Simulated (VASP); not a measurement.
# SbP5 (P6/mmm) in VASP: notebook

SbP5 is run at these levels: PBE; tasks: relaxation of cell and atoms, single point.

All numbers are computed with VASP 6.6.1; they aren't measurements. Logs are shortened: lines on timing, memory, paths and dates and some standing lists are left out, and cuts for length are marked.

## 1. The cell of the first run

The structure is hexagonal, space group P6/mmm (No. 191). The conventional cell has a = 4.695 Å, b = 4.695 Å, c = 5.474 Å, α = 90.00°, β = 90.00°, γ = 120.00°. Sb (site symmetry 6/mmm) has 8 P at 2.71 to 2.74 Å within 3.6 Å. P (site symmetry -6m2) has 8 P at 2.71 to 2.74 Å within 3.6 Å. P (site symmetry 6/mmm) has 6 P at 2.71 Å and 2 Sb at 2.74 Å within 3.6 Å. Within 3.6 Å of P (site symmetry -6m2) lie 5 P at 2.71 to 2.74 Å and 3 Sb at 2.71 Å.

The cell was generated, and may not be a known phase.

## 2. Relaxation of cell and atoms, PBE

INCAR reads:

```
SYSTEM = SbP5
ALGO = Normal
EDIFF = 1E-7
EDIFFG = -0.04
ENCUT = 600
GGA = PE
IBRION = 2
ISIF = 3
ISMEAR = 0
LASPH = .TRUE.
LCHARG = .FALSE.
LREAL = .FALSE.
LWAVE = .FALSE.
NELM = 80
NSW = 90
PREC = Accurate
SIGMA = 0.1
```

KPOINTS reads:

```
k-points
0
G
  6 6 4
  0 0 0
```

POSCAR reads:

```
SbP5
1.0
    4.6951298154      0.0000000000      0.0000000000
   -2.3475649077      4.0661016942      0.0000000000
    0.0000000000      0.0000000000      5.4736344873
Sb P
1 5
Direct
    0.0000000000      0.0000000000      0.5000000000
    0.3333333333      0.6666666667      0.0000000000
    0.6666666667      0.3333333333      0.0000000000
    0.0000000000      0.0000000000      0.0000000000
    0.3333333333      0.6666666667      0.5000000000
    0.6666666667      0.3333333333      0.5000000000
```

Potentials or basis: VASP PAW PBE potentials, release 64 (Sb, P).

Run with:

```
> cat potpaw_PBE.64/Sb/POTCAR potpaw_PBE.64/P/POTCAR > POTCAR
> mpirun -np 1 vasp_std > vasp.out
```

OUTCAR:

```text
SYSTEM = SbP5
   EDIFF = 1E-7
   EDIFFG = -0.04
   ENCUT = 600
   GGA = PE
   IBRION = 2
   ISIF = 3
   ISMEAR = 0
   LASPH = .TRUE.
   LREAL = .FALSE.
   NELM = 80
   NSW = 90
   PREC = Accurate

 ion  position               nearest neighbor table
   1  0.000  0.000  0.500-   5 2.71   6 2.71   5 2.71   6 2.71   6 2.71   5 2.71   4 2.74   4 2.74

   2  0.333  0.667  0.000-   3 2.71   4 2.71   3 2.71   4 2.71   4 2.71   3 2.71   5 2.74   5 2.74

   3  0.667  0.333  0.000-   2 2.71   4 2.71   2 2.71   4 2.71   4 2.71   2 2.71   6 2.74   6 2.74

   4  0.000  0.000  0.000-   2 2.71   3 2.71   2 2.71   3 2.71   3 2.71   2 2.71   1 2.74   1 2.74

   5  0.333  0.667  0.500-   6 2.71   1 2.71   6 2.71   1 2.71   1 2.71   6 2.71   2 2.74   2 2.74

   6  0.667  0.333  0.500-   5 2.71   1 2.71   5 2.71   1 2.71   1 2.71   5 2.71   3 2.74   3 2.74

  LATTYP: Found a hexagonal cell.
 ALAT       =     4.6951298154
 C/A-ratio  =     1.1658111069

  Lattice vectors:

 A1 = (   4.6951298154,   0.0000000000,   0.0000000000)
 A2 = (  -2.3475649077,   4.0661016942,   0.0000000000)
 A3 = (   0.0000000000,   0.0000000000,   5.4736344873)

Analysis of symmetry for initial positions (statically):
=====================================================================
 Subroutine PRICEL returns:
 Original cell was already a primitive cell.

 Routine SETGRP: Setting up the symmetry group for a
 hexagonal supercell.

 Subroutine GETGRP returns: Found 24 space group operations
 (whereof 24 operations were pure point group operations)
 out of a pool of 24 trial point group operations.

The static configuration has the point symmetry D_6h.

Analysis of symmetry for dynamics (positions and initial velocities):
=====================================================================
 Subroutine PRICEL returns:
 Original cell was already a primitive cell.

 Routine SETGRP: Setting up the symmetry group for a
 hexagonal supercell.

 Subroutine GETGRP returns: Found 24 space group operations
 (whereof 24 operations were pure point group operations)
 out of a pool of 24 trial point group operations.

The dynamic configuration has the point symmetry D_6h.

 Subroutine INISYM returns: Found 24 space group operations
 (whereof 24 operations are pure point group operations),
 and found     1 'primitive' translations

----------------------------------------------------------------------------------------

                                     Primitive cell

  volume of cell :     104.4965

  direct lattice vectors                    reciprocal lattice vectors
     4.695129815  0.000000000  0.000000000     0.212986656  0.122967903  0.000000000
    -2.347564908  4.066101694  0.000000000     0.000000000  0.245935807  0.000000000
     0.000000000  0.000000000  5.473634487     0.000000000  0.000000000  0.182693967

  length of vectors
     4.695129815  4.695129815  5.473634487     0.245935807  0.245935807  0.182693967

  position of ions in fractional coordinates (direct lattice)
     0.000000000  0.000000000  0.500000000
     0.333333333  0.666666667  0.000000000
     0.666666667  0.333333333  0.000000000
     0.000000000  0.000000000  0.000000000
     0.333333333  0.666666667  0.500000000
     0.666666667  0.333333333  0.500000000

  ion indices of the primitive-cell ions
   primitive index   ion index
                 1           1
                 2           2
                 3           3
                 4           4
                 5           5
                 6           6

----------------------------------------------------------------------------------------

 KPOINTS: k-points

Automatic generation of k-mesh.
 Grid dimensions read from file:
 generate k-points for:    6    6    4

 Generating k-lattice:

  Cartesian coordinates                     Fractional coordinates (reciprocal lattice)
     0.035497776  0.020494651  0.000000000     0.166666667  0.000000000  0.000000000
     0.000000000  0.040989301  0.000000000     0.000000000  0.166666667  0.000000000
     0.000000000  0.000000000  0.045673492     0.000000000  0.000000000  0.250000000

  Length of vectors
     0.040989301  0.040989301  0.045673492

  Shift w.r.t. Gamma in fractional coordinates (k-lattice)
     0.000000000  0.000000000  0.000000000

 Subroutine IBZKPT returns following result:
 ===========================================

 Found     21 irreducible k-points:

 Following reciprocal coordinates:
            Coordinates               Weight
  0.000000  0.000000  0.000000      1.000000
  0.166667 -0.000000  0.000000      6.000000
  0.333333  0.000000  0.000000      6.000000
  0.500000 -0.000000  0.000000      3.000000
  0.166667  0.166667  0.000000      6.000000
  0.333333  0.166667  0.000000     12.000000
[... 13 lines left out ...]
  0.333333  0.166667  0.500000     12.000000
  0.333333  0.333333  0.500000      2.000000
   k-points           NKPTS =     21   k-points in BZ     NKDIM =     21   number of bands    NBANDS=     19
   number of dos      NEDOS =    301   number of ions     NIONS =      6
   total plane-waves  NPLWV =  76800
   dimension x,y,z NGX =    40 NGY =   40 NGZ =   48
   dimension x,y,z NGXF=    80 NGYF=   80 NGZF=   96
   ions per type =               1   5
   NGX,Y,Z   is equivalent  to a cutoff of  14.16, 14.16, 14.58 a.u.
   NGXF,Y,Z  is equivalent  to a cutoff of  28.33, 28.33, 29.16 a.u.
 SYSTEM =  SbP5
   PREC   = accura    normal or accurate (medium, high low for compatibility)
   ISTART =      0    job   : 0-new  1-cont  2-samecut
   ICHARG =      2    charge: 1-file 2-atom 10-const
   ISPIN  =      1    spin polarized calculation?
   LNONCOLLINEAR =      F non collinear calculations
   LSORBIT =      F    spin-orbit coupling
   LASPH  =      T    aspherical Exc in radial PAW
   ENCUT  =  600.0 eV  44.10 Ry    6.64 a.u.   9.38  9.38 10.93*2*pi/ulx,y,z
   NELM   =     80;   NELMIN=  2; NELMDL= -5     # of ELM steps
   EDIFF  = 0.1E-06   stopping-criterion for ELM
   LREAL  =      F    real-space projection
   EDIFFG = -.4E-01   stopping-criterion for IOM
   NSW    =     90    number of steps for IOM
   IBRION =      2    ionic relax: 0-MD 1-quasi-New 2-CG
   NFREE  =      1    steps in history (QN), initial steepest desc. (CG)
   ISIF   =      3    stress and relaxation
   ISYM   =      2    0-nonsym 1-usesym 2-fastsym
   POTIM  = 0.5000    time-step for ionic-motion
   TEBEG  =    0.0;   TEEND  =   0.0 temperature during run
   PSTRESS=    0.0 pullay stress
   NELECT =      30.0000    total number of electrons
   NUPDOWN=      -1.0000    fix difference up-down
   EMIN   =  10.00;   EMAX   =-10.00  energy-range for DOS
   EFERMI =   0.00;   METHOD = LEGACY
   ISMEAR =     0;   SIGMA  =   0.10  broadening in eV -4-tet -1-fermi 0-gaus
   EFERMI_NEDOS =   21; number of points for ismear=-14 and -15
   IALGO  =     38    algorithm
   IMIX   =      4    mixing-type and parameters
     AMIX     =   0.40;   BMIX     =  1.00
     AMIX_MAG =   1.60;   BMIX_MAG =  1.00
  volume/ion in A,a.u.               =      17.42       117.53
  Fermi-wavevector in a.u.,A,eV,Ry     =   1.079977  2.040862 15.869174  1.166351
  Thomas-Fermi vector in A             =   2.215957
   LORBIT       =      0    0 simple, 1 ext, 2 COOP (PROOUT), +10 PAW based schemes
   GGA     = PE    functional components
   LHFCALC =     F    Hartree Fock is set to
   AEXX    =    0.0000 exact exchange contribution
   IVDW    =     0    specifies the selected vdW correction
   LEPSILON=     F    determine dielectric tensor
   LRPA    =     F    only Hartree local field effects (RPA)
 conjugate gradient relaxation of ions
 non-spin polarized calculation
 Gauss-broadening in eV      SIGMA  =   0.10
  energy-cutoff  :      600.00
  volume of cell :      104.50
 maximum number of plane-waves:      3512
 NGX is ok and might be reduce to    40
   NGX = 19   NGY = 19   NGZ = 21

--------------------------------------- Ionic step        1  -------------------------------------------

 number of electron      30.0000002 magnetization

 Free energy of the ion-electron system (eV)
  ---------------------------------------------------
  ext. energy  EPLUGINS =         0.00000000
  ---------------------------------------------------
  free energy    TOTEN  =       -27.68141880 eV

  energy without entropy =      -27.66448301  energy(sigma->0) =      -27.67295090

------------------------ aborting loop because EDIFF is reached ----------------------------------------

  FORCE on cell =-STRESS in cart. coord.  units (eV):
  Direction    XX          YY          ZZ          XY          YZ          ZX
  --------------------------------------------------------------------------------------
  -------------------------------------------------------------------------------------
  Total        4.5814846      4.5814846     -6.0420125      0.0000000      0.0000000     -0.0000000
  in kB       70.2449618     70.2449618    -92.6382974      0.0000000      0.0000000     -0.0000000
  external PRESSURE =      15.9505420 kB  Pullay stress =       0.0000000 kB
[... 185 lines left out ...]
  energy  without entropy=      -27.9676797658  energy(sigma->0) =      -27.97100063

--------------------------------------- Ionic step        6  -------------------------------------------

 number of electron      30.0000001 magnetization

 Free energy of the ion-electron system (eV)
  ---------------------------------------------------
  ext. energy  EPLUGINS =         0.00000000
  ---------------------------------------------------
  free energy    TOTEN  =       -27.97510457 eV

  energy without entropy =      -27.96800123  energy(sigma->0) =      -27.97155290

 E-fermi :   8.7306     XC(G=0): -10.8218

 val. band max:        8.6377672461   @ k =   0.3333   0.0000   0.2500
 cond. band min:       8.7642244510   @ k =   0.3333   0.1667   0.5000
 fundamental gap:      0.1264572049
 Fermi energy:         8.7306394027

 k-point     1 :       0.0000    0.0000    0.0000
  band No.  band energies     occupation
      1      -6.4902      2.00000
      2      -2.8672      2.00000
      3      -0.9670      2.00000
      4      -0.7323      2.00000
      5       1.0668      2.00000
      6       2.8284      2.00000
[... 11 lines left out ...]
     18      12.5513      0.00000
     19      12.7741      0.00000
[... 471 lines left out ...]
  FREE ENERGIE OF THE ION-ELECTRON SYSTEM (eV)
  ---------------------------------------------------
  free  energy   TOTEN  =       -27.9751045711 eV

  energy  without entropy=      -27.9680012308  energy(sigma->0) =      -27.97155290

 reached required accuracy - stopping structural energy minimisation
```

Run time: 1.7 min. Hardware: 1 thread of Intel Xeon 6975P-C (Granite Rapids), shared host; peak memory 0.29 GiB.

Results:

| Item | Value |
| --- | --- |
| Free energy | -27.9751 eV |
| Relaxed volume | 17.60 Å³/atom |
| Relaxed cell | a = 4.832 Å, b = 4.832 Å, c = 5.222 Å, α = 90.00°, β = 90.00°, γ = 120.00° |
| Space group after relaxing (to 0.1 Å) | P6/mmm (No. 191) |
| Energy gained by relaxing | 48.9 meV/atom |
| Ionic steps | 6 |
| Pressure after relaxing | -0.1 GPa |
| Band gap on the k mesh | zero (bands 15 and 16 overlap by 3.22 eV) |

Step by step:
```tsv
step	energy change (eV)	largest force (eV/Å)	pressure (GPa)	volume (Å³)
1	0.0000	0.0000	1.60	104.50
2	-0.2785	0.0000	-1.16	106.88
3	-0.2906	0.0000	-0.92	106.53
4	-0.2906	0.0000	-0.95	106.57
5	-0.2929	0.0000	0.35	105.08
6	-0.2937	0.0000	-0.09	105.57
```

Final structure:
```
Sb P
1.0
     4.83179    0.00000    0.00000
    -2.41589    4.18445    0.00000
     0.00000    0.00000    5.22166
Sb P
1 5
Direct
  0.00000 0.00000 0.50000
  0.33333 0.66667 0.00000
  0.66667 0.33333 0.00000
  0.00000 0.00000 0.00000
  0.33333 0.66667 0.50000
  0.66667 0.33333 0.50000
```

Levels at points of the mesh, in eV from the Fermi level:
```csv
k point,band 13,band 14,band 15,band 16,band 17,band 18
"(0.00, 0.00, 0.00)",-3.36,-2.57,-2.57,-2.46,-2.46,3.82
"(0.50, 0.00, 0.00)",-1.80,0.14,0.44,0.88,1.32,1.96
"(0.00, 0.00, 0.50)",-4.08,-4.08,-2.83,-2.76,1.32,1.33
"(0.50, 0.00, 0.50)",-0.36,-0.26,-0.21,0.26,1.00,1.14
```

Caveat: spin-orbit coupling is left out, which moves the levels of the heavy elements.

## 3. Single point, PBE

This run uses another cell than the first one, of 17.50 Å³/atom.

INCAR reads:

```
PREC     = Accurate       # precision mode
ENCUT    = 520            # plane-wave cutoff, eV
EDIFF    = 1E-7           # SCF threshold, eV
ISMEAR   = 0              # smearing method
SIGMA    = 0.1            # smearing width, eV
LREAL    = False          # projectors in reciprocal space
LASPH    = True           # aspherical terms in the spheres
NELM     = 100            # most SCF steps
ALGO     = Normal         # electronic algorithm
ISIF     = 2              # what is computed and relaxed
LWAVE    = False          # write WAVECAR
LCHARG   = True           # write CHGCAR
GGA      = PE             # functional
LELF     = True           # ELF
LVHAR    = True         
NBANDS   = 24             # bands
```

KPOINTS reads:

```
Automatic mesh
0
Gamma
  12 12 8
```

POSCAR: that of step 2 with these lines changed.

```diff
@@ -2,5 +2,5 @@
 1.0
-    4.6951298154      0.0000000000      0.0000000000
-   -2.3475649077      4.0661016942      0.0000000000
-    0.0000000000      0.0000000000      5.4736344873
+    4.8005523930      0.0000000000      0.0000000000
+   -2.4002761965      4.1574003245      0.0000000000
+    0.0000000000      0.0000000000      5.2601281927
 Sb P
```

Potentials or basis: VASP PAW PBE potentials, release 64 (Sb, P).

Run with:

```
> cat potpaw_PBE.64/Sb/POTCAR potpaw_PBE.64/P/POTCAR > POTCAR
> mpirun -np 1 vasp_std > vasp.out
```

It took 79 s on 1 thread of Intel Xeon 6975P-C (Granite Rapids), shared host; peak memory 0.34 GiB.

Results (log left out):

```
Free energy            : -27.8189 eV
Pressure               : -0.1 GPa
Band gap on the k mesh : zero (bands 15 and 16 overlap by 3.67 eV)
```

Levels at points of the mesh, in eV from the Fermi level:
| k point | band 13 | band 14 | band 15 | band 16 | band 17 | band 18 |
| --- | --- | --- | --- | --- | --- | --- |
| (0.00, 0.00, 0.00) | -3.06 | -2.53 | -2.53 | -2.43 | -2.43 | 3.85 |
| (0.50, 0.00, 0.00) | -1.53 | 0.39 | 0.67 | 1.09 | 1.50 | 2.11 |
| (0.00, 0.00, 0.50) | -3.98 | -3.98 | -2.83 | -2.74 | 1.48 | 1.49 |
| (0.50, 0.00, 0.50) | -0.19 | -0.12 | -0.01 | 0.42 | 1.23 | 1.28 |

Caveat: spin-orbit coupling is left out, which moves the levels of the heavy elements.

## 4. Single point, PBE

This run uses another cell than the first one, of 17.50 Å³/atom.

INCAR reads:

```
SYSTEM = SbP5
PREC = Accurate ; ENCUT = 520
EDIFF = 1E-6 ; ISMEAR = 0
SIGMA = 0.1 ; LREAL = .FALSE.
LASPH = .TRUE. ; NELM = 100
ALGO = Normal ; ISIF = 2
LWAVE = .FALSE. ; LCHARG = .TRUE.
GGA = PE ; LELF = .TRUE.
LVHAR = .TRUE. ; NBANDS = 24
```

KPOINTS reads:

```
regular mesh
0
G
  12 12 8
  0 0 0
```

POSCAR is that of step 3.

Potentials or basis: VASP PAW PBE potentials, release 64 (Sb, P).

Run with:

```
> cat potpaw_PBE.64/Sb/POTCAR potpaw_PBE.64/P/POTCAR > POTCAR
> mpirun -np 1 vasp_std > vasp.out
```

OUTCAR:

```text
SYSTEM = SbP5
   PREC = Accurate
   ENCUT = 520
   EDIFF = 1E-6
   ISMEAR = 0
   LREAL = .FALSE.
   LASPH = .TRUE.
   NELM = 100
   ISIF = 2
   GGA = PE

 ion  position               nearest neighbor table
   1  0.000  0.000  0.500-   4 2.63   4 2.63   6 2.77   5 2.77   5 2.77   6 2.77   6 2.77   5 2.77

   2  0.333  0.667  0.000-   5 2.63   5 2.63   3 2.77   3 2.77   4 2.77   4 2.77   4 2.77   3 2.77

   3  0.667  0.333  0.000-   6 2.63   6 2.63   2 2.77   2 2.77   4 2.77   4 2.77   4 2.77   2 2.77

   4  0.000  0.000  0.000-   1 2.63   1 2.63   3 2.77   2 2.77   2 2.77   3 2.77   3 2.77   2 2.77

   5  0.333  0.667  0.500-   2 2.63   2 2.63   6 2.77   6 2.77   1 2.77   1 2.77   1 2.77   6 2.77

   6  0.667  0.333  0.500-   3 2.63   3 2.63   5 2.77   5 2.77   1 2.77   1 2.77   1 2.77   5 2.77

  LATTYP: Found a hexagonal cell.
 ALAT       =     4.8005523930
 C/A-ratio  =     1.0957339410

  Lattice vectors:

 A1 = (   4.8005523930,   0.0000000000,   0.0000000000)
[... 185 lines left out ...]

 E-fermi :   8.6387     XC(G=0): -10.8449

 val. band max:        8.6317775903   @ k =   0.2500   0.1667   0.0000
 cond. band min:       8.6493041635   @ k =   0.2500   0.1667   0.5000
 fundamental gap:      0.0175265733
 Fermi energy:         8.6386634111

 k-point     1 :       0.0000    0.0000    0.0000
  band No.  band energies     occupation
      1      -6.4715      2.00000
      2      -2.9817      2.00000
      3      -0.7707      2.00000
      4      -0.5278      2.00000
      5       1.1256      2.00000
      6       2.8909      2.00000
[... 637 lines left out ...]
     23      13.5274      0.00000
     24      13.8273      0.00000

 [... further k-points ...]

------------------------ aborting loop because EDIFF is reached ----------------------------------------

  FORCE on cell =-STRESS in cart. coord.  units (eV):
  Direction    XX          YY          ZZ          XY          YZ          ZX
  --------------------------------------------------------------------------------------
  -------------------------------------------------------------------------------------
  Total       -0.0604425     -0.0604425     -0.0443849      0.0000000     -0.0000000      0.0000000
  in kB       -0.9224520     -0.9224520     -0.6773857      0.0000000     -0.0000000      0.0000000
  external PRESSURE =      -0.8407633 kB  Pullay stress =       0.0000000 kB

 VOLUME and BASIS-vectors are now :
 -----------------------------------------------------------------------------
  energy-cutoff  :      520.00
  volume of cell :      104.98
      direct lattice vectors                 reciprocal lattice vectors
     4.800552393  0.000000000  0.000000000     0.208309361  0.120267465  0.000000000
    -2.400276197  4.157400325  0.000000000     0.000000000  0.240534931  0.000000000
     0.000000000  0.000000000  5.260128193     0.000000000  0.000000000  0.190109435

 POSITION                                       TOTAL-FORCE (eV/Angst)
 -----------------------------------------------------------------------------------
      0.00000      0.00000      2.63006        -0.000000      0.000000      0.000000
     -0.00000      2.77160      0.00000         0.000000     -0.000000      0.000000
      2.40028      1.38580      0.00000        -0.000000      0.000000     -0.000000
      0.00000      0.00000      0.00000        -0.000000      0.000000      0.000000
     -0.00000      2.77160      2.63006         0.000000      0.000000      0.000000
      2.40028      1.38580      2.63006        -0.000000     -0.000000     -0.000000
 -----------------------------------------------------------------------------------
    total drift:                               -0.000000     -0.000000      0.000000

  FREE ENERGIE OF THE ION-ELECTRON SYSTEM (eV)
  ---------------------------------------------------
  free  energy   TOTEN  =       -27.8188987422 eV

  energy  without entropy=      -27.8038523806  energy(sigma->0) =      -27.81137556
```

Wall time 74 s (1 thread of Intel Xeon 6975P-C (Granite Rapids), shared host); peak memory 0.34 GiB.

What came out:

* Free energy: -27.8189 eV
* Pressure: -0.1 GPa
* Band gap on the k mesh: zero (bands 15 and 16 overlap by 3.67 eV)

Levels at points of the mesh, in eV from the Fermi level:
```csv
k point,band 12,band 13,band 14,band 15,band 16,band 17,band 18,band 19
"(0.00, 0.00, 0.00)",-3.15,-3.06,-2.53,-2.53,-2.43,-2.43,3.85,3.99
"(0.50, 0.00, 0.00)",-1.67,-1.53,0.39,0.67,1.09,1.50,2.11,2.28
"(0.00, 0.00, 0.50)",-4.08,-3.98,-3.98,-2.83,-2.74,1.48,1.49,2.07
"(0.50, 0.00, 0.50)",-1.32,-0.19,-0.12,-0.01,0.42,1.23,1.28,1.36
```

Caveat: spin-orbit coupling is left out, which moves the levels of the heavy elements.

The gap in the log of VASP goes by the Fermi energy; the results here count the filled bands.